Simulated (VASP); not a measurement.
# ZrSi2 (Cmcm) in VASP: further runs, part 2 of 3

VASP 6.6.1. The steps go on from the part before.

### Step 4. Single point, PBE+D3(BJ)

This run uses another cell than the first one, of 16.71 Å³/atom.

Contents of INCAR:

```
PREC     = Accurate       # precision mode
ENCUT    = 520            # plane-wave cutoff, eV
EDIFF    = 1E-7           # SCF threshold, eV
ISMEAR   = 0              # smearing method
SIGMA    = 0.05           # smearing width, eV
LREAL    = F              # projectors in reciprocal space
LASPH    = T              # aspherical terms in the spheres
NELM     = 60             # most SCF steps
ALGO     = Normal         # electronic algorithm
ISIF     = 2              # what is computed and relaxed
LWAVE    = F              # write WAVECAR
LCHARG   = T              # write CHGCAR
GGA      = PE             # functional
IVDW     = 12             # dispersion correction
LELF     = T              # ELF
LVHAR    = T            
NBANDS   = 29             # bands
```

Contents of KPOINTS:

```
Automatic mesh
0
Gamma
  6 6 6
```

Contents of POSCAR:

```
ZrSi2
1.0
    1.8581510001     -7.3459593984      0.0000000000
    1.8581510001      7.3459593984      0.0000000000
    0.0000000000      0.0000000000      3.6725538926
Zr Si
2 4
Direct
    0.6047394190      0.3952605810      0.2500000000
    0.3952605810      0.6047394190      0.7500000000
    0.9463490404      0.0536509596      0.2500000000
    0.0536509596      0.9463490404      0.7500000000
    0.2500490457      0.7499509543      0.2500000000
    0.7499509543      0.2500490457      0.7500000000
```

Potentials or basis: VASP PAW PBE potentials, release 64 (Zr_sv, Si).

Command:

```
$ cat potpaw_PBE.64/Zr_sv/POTCAR potpaw_PBE.64/Si/POTCAR > POTCAR
$ mpirun -np 1 vasp_std > vasp.out
```

OUTCAR:

```text
PREC = Accurate
   ENCUT = 520
   EDIFF = 1E-7
   ISMEAR = 0
   LREAL = F
   LASPH = T
   NELM = 60
   ISIF = 2
   GGA = PE
   IVDW = 12
 IVDW          = 12

 ion  position               nearest neighbor table
   1  0.605  0.395  0.250-   4 2.72   4 2.72   4 2.72   4 2.72   6 2.81   6 2.81   5 2.83   5 2.83
                             3 2.98   3 2.98   2 3.58   2 3.58
   2  0.395  0.605  0.750-   3 2.72   3 2.72   3 2.72   3 2.72   5 2.81   5 2.81   6 2.83   6 2.83
                             4 2.98   4 2.98   1 3.58   1 3.58
   3  0.946  0.054  0.250-   4 2.42   4 2.42   2 2.72   2 2.72   2 2.72   2 2.72   1 2.98   1 2.98

   4  0.054  0.946  0.750-   3 2.42   3 2.42   1 2.72   1 2.72   1 2.72   1 2.72   2 2.98   2 2.98

   5  0.250  0.750  0.250-   6 2.61   6 2.61   6 2.61   6 2.61   2 2.81   2 2.81   1 2.83   1 2.83

   6  0.750  0.250  0.750-   5 2.61   5 2.61   5 2.61   5 2.61   1 2.81   1 2.81   2 2.83   2 2.83

  LATTYP: Found a base centered orthorhombic cell.
 ALAT       =     3.7163020002
 B/A-ratio  =     3.9533705269
 C/A-ratio  =     0.9882280537

  Lattice vectors:

 A1 = (   1.8581510001,  -7.3459593984,   0.0000000000)
 A2 = (   1.8581510001,   7.3459593984,   0.0000000000)
 A3 = (   0.0000000000,   0.0000000000,   3.6725538926)

Analysis of symmetry for initial positions (statically):
=====================================================================
 Subroutine PRICEL returns:
 Original cell was already a primitive cell.

 Routine SETGRP: Setting up the symmetry group for a
 base centered orthorhombic supercell.

 Subroutine GETGRP returns: Found  8 space group operations
 (whereof  4 operations were pure point group operations)
 out of a pool of  8 trial point group operations.

The static configuration has the point symmetry C_2h.
 The point group associated with its full space group is D_2h.

Analysis of symmetry for dynamics (positions and initial velocities):
=====================================================================
 Subroutine PRICEL returns:
 Original cell was already a primitive cell.

 Routine SETGRP: Setting up the symmetry group for a
 base centered orthorhombic supercell.

 Subroutine GETGRP returns: Found  8 space group operations
 (whereof  4 operations were pure point group operations)
 out of a pool of  8 trial point group operations.

The dynamic configuration has the point symmetry C_2h.
 The point group associated with its full space group is D_2h.

 Subroutine INISYM returns: Found  8 space group operations
 (whereof  4 operations are pure point group operations),
 and found     1 'primitive' translations

----------------------------------------------------------------------------------------

                                     Primitive cell

  volume of cell :     100.2600

  direct lattice vectors                    reciprocal lattice vectors
     1.858151000 -7.345959398  0.000000000     0.269084698 -0.068064629  0.000000000
     1.858151000  7.345959398  0.000000000     0.269084698  0.068064629  0.000000000
     0.000000000  0.000000000  3.672553893     0.000000000  0.000000000  0.272290082

  length of vectors
     7.577324371  7.577324371  3.672553893     0.277559666  0.277559666  0.272290082

  position of ions in fractional coordinates (direct lattice)
     0.604739419  0.395260581  0.250000000
[... 46 lines left out ...]
  0.500000  0.000000  0.000000      2.000000
  0.166667  0.166667  0.000000      2.000000
  0.333333  0.166667  0.000000      4.000000
[... 16 lines left out ...]
  0.333333  0.333333  0.166667      4.000000
  0.500000  0.333333  0.166667      8.000000
 [... further k-points ...]
   k-points           NKPTS =     52   k-points in BZ     NKDIM =     52   number of bands    NBANDS=     29
   number of dos      NEDOS =    301   number of ions     NIONS =      6
   total plane-waves  NPLWV =  87808
   dimension x,y,z NGX =    56 NGY =   56 NGZ =   28
   dimension x,y,z NGXF=   112 NGYF=  112 NGZF=   56
   ions per type =               2   4
   NGX,Y,Z   is equivalent  to a cutoff of  12.29, 12.29, 12.67 a.u.
   NGXF,Y,Z  is equivalent  to a cutoff of  24.57, 24.57, 25.35 a.u.
 SYSTEM =  unknown system
   PREC   = accura    normal or accurate (medium, high low for compatibility)
   ISTART =      0    job   : 0-new  1-cont  2-samecut
   ICHARG =      2    charge: 1-file 2-atom 10-const
   ISPIN  =      1    spin polarized calculation?
   LNONCOLLINEAR =      F non collinear calculations
   LSORBIT =      F    spin-orbit coupling
   LASPH  =      T    aspherical Exc in radial PAW
   ENCUT  =  520.0 eV  38.22 Ry    6.18 a.u.  14.09 14.09  6.83*2*pi/ulx,y,z
   NELM   =     60;   NELMIN=  2; NELMDL= -5     # of ELM steps
   EDIFF  = 0.1E-06   stopping-criterion for ELM
   LREAL  =      F    real-space projection
   EDIFFG = 0.1E-05   stopping-criterion for IOM
   NSW    =      0    number of steps for IOM
   IBRION =     -1    ionic relax: 0-MD 1-quasi-New 2-CG
   NFREE  =      0    steps in history (QN), initial steepest desc. (CG)
   ISIF   =      2    stress and relaxation
   ISYM   =      2    0-nonsym 1-usesym 2-fastsym
   POTIM  = 0.5000    time-step for ionic-motion
   TEBEG  =    0.0;   TEEND  =   0.0 temperature during run
   PSTRESS=    0.0 pullay stress
   NELECT =      40.0000    total number of electrons
   NUPDOWN=      -1.0000    fix difference up-down
   EMIN   =  10.00;   EMAX   =-10.00  energy-range for DOS
   EFERMI =   0.00;   METHOD = LEGACY
   ISMEAR =     0;   SIGMA  =   0.05  broadening in eV -4-tet -1-fermi 0-gaus
   EFERMI_NEDOS =   21; number of points for ismear=-14 and -15
   IALGO  =     38    algorithm
   IMIX   =      4    mixing-type and parameters
     AMIX     =   0.40;   BMIX     =  1.00
     AMIX_MAG =   1.60;   BMIX_MAG =  1.00
  volume/ion in A,a.u.               =      16.71       112.76
  Fermi-wavevector in a.u.,A,eV,Ry     =   1.205181  2.277462 19.761934  1.452461
  Thomas-Fermi vector in A             =   2.340885
   LORBIT       =      0    0 simple, 1 ext, 2 COOP (PROOUT), +10 PAW based schemes
   GGA     = PE    functional components
   LHFCALC =     F    Hartree Fock is set to
   AEXX    =    0.0000 exact exchange contribution
   IVDW    =    12    specifies the selected vdW correction
   LEPSILON=     F    determine dielectric tensor
   LRPA    =     F    only Hartree local field effects (RPA)
 non-spin polarized calculation
 Gauss-broadening in eV      SIGMA  =   0.05
  energy-cutoff  :      520.00
  volume of cell :      100.26
 maximum number of plane-waves:      2728
   NGX = 29   NGY = 29   NGZ = 13

 number of electron      39.9999999 magnetization

 Free energy of the ion-electron system (eV)
  ---------------------------------------------------
  ext. energy  EPLUGINS =         0.00000000
  ---------------------------------------------------
  free energy    TOTEN  =       -42.70828140 eV

  energy without entropy =      -42.70655022  energy(sigma->0) =      -42.70741581

 E-fermi :  10.1070     XC(G=0): -11.2761

 val. band max:       10.0957755631   @ k =  -0.3333   0.3333   0.0000
 cond. band min:      10.1157340984   @ k =   0.5000   0.5000   0.5000
 fundamental gap:      0.0199585353
 Fermi energy:        10.1069955472

 k-point     1 :       0.0000    0.0000    0.0000
  band No.  band energies     occupation
      1     -38.7276      2.00000
      2     -38.7140      2.00000
      3     -16.9660      2.00000
      4     -16.8259      2.00000
      5     -16.8019      2.00000
      6     -16.7932      2.00000
[... 757 lines left out ...]
     28      13.8777      0.00000
     29      13.9752      0.00000

 [... further k-points ...]

------------------------ aborting loop because EDIFF is reached ----------------------------------------

 Edisp (eV)   -2.90211

 E8    (eV) :    -1.3184

  FORCE on cell =-STRESS in cart. coord.  units (eV):
  Direction    XX          YY          ZZ          XY          YZ          ZX
  --------------------------------------------------------------------------------------
  -------------------------------------------------------------------------------------
  Total      -2.52313    -2.45626    -2.59174     0.00000    -0.00000     0.00000
  in kB     -40.32021   -39.25156   -41.41660     0.00000    -0.00000     0.00000
  external pressure =      -40.33 kB  Pullay stress =        0.00 kB

 VOLUME and BASIS-vectors are now :
 -----------------------------------------------------------------------------
  energy-cutoff  :      520.00
  volume of cell :      100.26
      direct lattice vectors                 reciprocal lattice vectors
     1.858151000 -7.345959398  0.000000000     0.269084698 -0.068064629  0.000000000
     1.858151000  7.345959398  0.000000000     0.269084698  0.068064629  0.000000000
     0.000000000  0.000000000  3.672553893     0.000000000  0.000000000  0.272290082

 POSITION                                       TOTAL-FORCE (eV/Angst)
 -----------------------------------------------------------------------------------
      1.85815     -1.53882      0.91814         0.000000      0.002127      0.000000
      1.85815      1.53882      2.75442         0.000000     -0.002127     -0.000000
      1.85815     -6.55772      0.91814         0.000000     -0.007394      0.000000
      1.85815      6.55772      2.75442         0.000000      0.007394      0.000000
      1.85815      3.67226      0.91814         0.000000      0.000837      0.000000
      1.85815     -3.67226      2.75442         0.000000     -0.000837      0.000000
 -----------------------------------------------------------------------------------
    total drift:                               -0.000000     -0.000000     -0.000000

  FREE ENERGIE OF THE ION-ELECTRON SYSTEM (eV)
  ---------------------------------------------------
  free  energy   TOTEN  =       -45.6103947827 eV

  energy  without entropy=      -45.6086636033  energy(sigma->0) =      -45.60952919
```

Wall time 9.7 min (1 thread of Intel Xeon 8259CL, shared host); peak memory 0.36 GiB.

What came out:

```
Free energy                : -45.6104 eV
Pressure                   : -4.0 GPa
Largest force              : 0.007 eV/Å
Band gap on the k mesh     : zero (bands 20 and 21 overlap by 0.77 eV)
Dispersion energy per atom : -0.484 eV
```

Forces in eV/Å, atoms in the order of the input:
```
Zr   0.000  0.002  0.000
Zr   0.000 -0.002  0.000
Si   0.000 -0.007  0.000
Si   0.000  0.007  0.000
Si   0.000  0.001  0.000
Si   0.000 -0.001  0.000
```

Caveat: three body term missing; the cell stands under tension.

[end of part 2 of 3]

The gap in the log of VASP goes by the Fermi energy; the results here count the filled bands.